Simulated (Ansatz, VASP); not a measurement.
# AlNi: VASP beside Ansatz

The input INCAR:

```
SYSTEM = AlNi
ALGO     = Fast           ! electronic algorithm
EDIFF    = 1E-6           ! SCF threshold, eV
ENCUT    = 520            ! plane-wave cutoff, eV
GGA      = PE             ! functional
ISIF     = 2              ! what is computed and relaxed
ISMEAR   = 0              ! smearing method
LASPH    = .TRUE.         ! aspherical terms in the spheres
LCHARG   = .FALSE.        ! write CHGCAR
LREAL    = .FALSE.        ! projectors in reciprocal space
LWAVE    = .FALSE.        ! write WAVECAR
NBANDS   = 14             ! bands
NELM     = 100            ! most SCF steps
PREC     = Accurate       ! precision mode
SIGMA    = 0.15           ! smearing width, eV
```

KPOINTS

```
k-points
0
G
  16 16 16
  0 0 0
```

The input POSCAR:

```
AlNi
1.0
    2.0426321469     -2.0425983450      0.0000000000
    2.0426321469      2.0425983450      0.0000000000
    0.0000000000      0.0000000000      2.9778000000
Al Ni
1 1
Direct
    0.0000000000      0.0000000000      0.0000000000
    0.5000000000      0.5000000000      0.5000000000
```

Input for Ansatz:

```yaml
crystal:
  lattice:
    - [2.0426321469, -2.042598345, 0.0]
    - [2.0426321469, 2.042598345, 0.0]
    - [0.0, 0.0, 2.9778]
  atoms:
    - { symbol: Al, position: [0.0, 0.0, 0.0] }
    - { symbol: Ni, position: [0.5, 0.5, 0.5] }
basis:
  ecutwfc: 520.0
kpoints:
  mp_grid: { grid: [16, 16, 16] }
hamiltonian:
  xc: pbe
  pseudopotentials: { kind: paw, azcp: { folder: soft_1 } }
scf:
  occupations: { method: gaussian, width: 0.15 }
output:
  forces: true
  stress: true
  eigenvalues: true
```

Alike in both runs: task single point; functional PBE; k mesh 16 × 16 × 16; occupations gaussian, width 0.15 eV; no spin polarisation.

|  | VASP | Ansatz |
| --- | --- | --- |
| version | VASP 6.6.1 | Ansatz 0.2.0 |
| potentials or method | VASP PAW PBE potentials, release 64 (Al, Ni), cutoff 520 eV | scalar-relativistic, plane waves, PAW |
| valence electrons in the cell | 13 | 21 |

```csv
,VASP,Ansatz,Ansatz less VASP
gap on the k mesh at the Fermi level (eV),none,none,-
pressure (GPa),-4.0,-3.9,+0.13
"traceless stress, the component that is largest in VASP (GPa)",-1.26,-1.23,+0.032
```

A gap of «none» marks a metal or a gap that the smearing closes. VASP's potentials hold 13 valence electrons a cell and Ansatz's 21, so a difference there can come from the potentials and not from the codes. Ansatz's warnings: near symmetry operations not taken.
